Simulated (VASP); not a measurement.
Set up this calculation in VASP 6.6.1, as the native input.

```
Task                   : single point
Functional             : PBE
Potentials or basis    : VASP PAW PBE potentials, release 64 (Cd)
Cutoff                 : 520 eV
k mesh                 : 15 × 15 × 4
Occupations            : fermi-dirac, width 0.1 eV
Spin                   : no spin polarisation
Dipole correction      : no
Further INCAR settings : ALGO = Normal; EDIFF = 1e-06; NBANDS = 32
```

The structure of Cd lies in POSCAR:

```
Cd
1.0
    3.2060347706      0.0000000000      0.0000000000
   -1.6030173853      2.7765075567      0.0000000000
    0.0000000000      0.0000000000     10.2435020200
Cd
4
Direct
    0.0000000000      1.0000000000      0.0000000000
    0.0000000000      0.0000000000      0.5000000000
    0.3333333333      0.6666666667      0.2500000000
    0.6666666667      0.3333333333      0.7500000000
```

One way to write it, as run:

INCAR

```
  ALGO = Normal
  EDIFF = 1E-6
  ENCUT = 520
  GGA = PE
  ISIF = 2
  ISMEAR = -1
  LASPH = True
  LCHARG = False
  LREAL = False
  LWAVE = False
  NBANDS = 32
  NELM = 80
  PREC = Accurate
  SIGMA = 0.1
```

KPOINTS

```
k-points
0
Gamma
  15 15 4
```

Potentials or basis: VASP PAW PBE potentials, release 64 (Cd).

Launch:

```console
$ cat potpaw_PBE.64/Cd/POTCAR > POTCAR
$ mpirun -np 1 vasp_std > vasp.out
```

Results of the run:

```
Pressure               : 0.2 GPa
Band gap on the k mesh : zero (bands 24 and 25 overlap by 2.47 eV)
```

Wall time 3.5 min on 1 thread of Intel Xeon 8259CL (shared host), peak memory 0.31 GiB.
